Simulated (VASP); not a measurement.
A run of VASP 6.6.1 is set up as follows.

File INCAR:

```
PREC = Accurate
ENCUT = 600
EDIFF = 1E-6
ISMEAR = 0
SIGMA = 0.02
LREAL = False
LASPH = True
NELM = 60
ALGO = Normal
ISIF = 4
LWAVE = False
LCHARG = False
GGA = PE
IBRION = 2
NSW = 50
EDIFFG = -0.01
```

KPOINTS

```
Automatic mesh
0
Gamma
  12 12 4
```

The input POSCAR:

```
PtSe2
1.0
    3.7101739650      0.0000000000      0.0000000000
   -1.8550869825      3.2131049061      0.0000000000
    0.0000000000      0.0000000000      6.0607588145
Pt Se
1 2
Direct
    0.0000000000      0.0000000000      0.0000000000
    0.3333333333      0.6666666667      0.2131746813
    0.6666666667      0.3333333333      0.7868253187
```

Potentials or basis: VASP PAW PBE potentials, release 64 (Pt, Se).

Run with:

```bash
$ cat potpaw_PBE.64/Pt/POTCAR potpaw_PBE.64/Se/POTCAR > POTCAR
$ mpirun -np 1 vasp_std > vasp.out
```

**Question.** Predict the band gap on the k mesh.

**Answer.** 0.47 eV, indirect (least direct gap 0.68 eV).

Final structure:
```
CELL_PARAMETERS angstrom
3.75424 0.00000 0.00000
-1.87712 3.25127 0.00000
0.00000 0.00000 5.91930
ATOMIC_POSITIONS crystal
Pt 0.00000 0.00000 0.00000
Se 0.33333 0.66667 0.22030
Se 0.66667 0.33333 0.77970
```

Caveat: spin-orbit coupling is left out, which moves the levels of the heavy elements. A k mesh can miss the band edges.
